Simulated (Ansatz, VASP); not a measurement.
Ti: VASP beside Ansatz

File INCAR:

```
SYSTEM = Ti
  ALGO = Fast
  EDIFF = 1E-6
  ENCUT = 520
  GGA = PE
  ISIF = 2
  ISMEAR = 0
  LASPH = .TRUE.
  LCHARG = .TRUE.
  LELF = .TRUE.
  LREAL = .FALSE.
  LVHAR = .TRUE.
  LWAVE = .FALSE.
  NBANDS = 12
  NELM = 100
  PREC = Accurate
  SIGMA = 0.15
```

File KPOINTS:

```
k-points
0
G
  20 20 20
  0 0 0
```

File POSCAR:

```
Ti
1.0
    0.0000000000      1.8676000000      2.1924000000
    1.8676000000      0.0000000000      2.1924000000
    1.8676000000      1.8676000000      0.0000000000
Ti
1
Direct
    0.0000000000      0.0000000000      0.0000000000
```

Input for Ansatz:

```yaml
crystal:
  lattice:
    - [0.0, 1.8676, 2.1924]
    - [1.8676, 0.0, 2.1924]
    - [1.8676, 1.8676, 0.0]
  atoms:
    - { symbol: Ti, position: [0.0, 0.0, 0.0] }
basis:
  ecutwfc: 420
kpoints:
  mp_grid: { grid: [20, 20, 20] }
hamiltonian:
  xc: pbe
scf:
  occupations: { method: gaussian, width: 0.15 }
output:
  forces: true
  stress: true
  eigenvalues: true
```

Change from the starting cell: strain -0.080 along x and y, +0.080 along z, atoms carried along.

Alike in both runs: task single point; functional PBE; k mesh 20 × 20 × 20; occupations gaussian, width 0.15 eV; no spin polarisation.

|  | VASP | Ansatz |
| --- | --- | --- |
| version | VASP 6.6.1 | Ansatz 0.2.0 |
| potentials or method | VASP PAW PBE potentials, release 64 (Ti_sv), cutoff 520 eV | scalar-relativistic, plane waves, PAW |
| valence electrons in the cell | 12 | 12 |

```csv
,VASP,Ansatz,Ansatz less VASP
gap on the k mesh at the Fermi level (eV),none,none,-
pressure (GPa),15.9,16.4,+0.50
"traceless stress, the component that is largest in VASP (GPa)",-2.86,-2.77,+0.090
```

A gap of «none» marks a metal or a gap that the smearing closes.
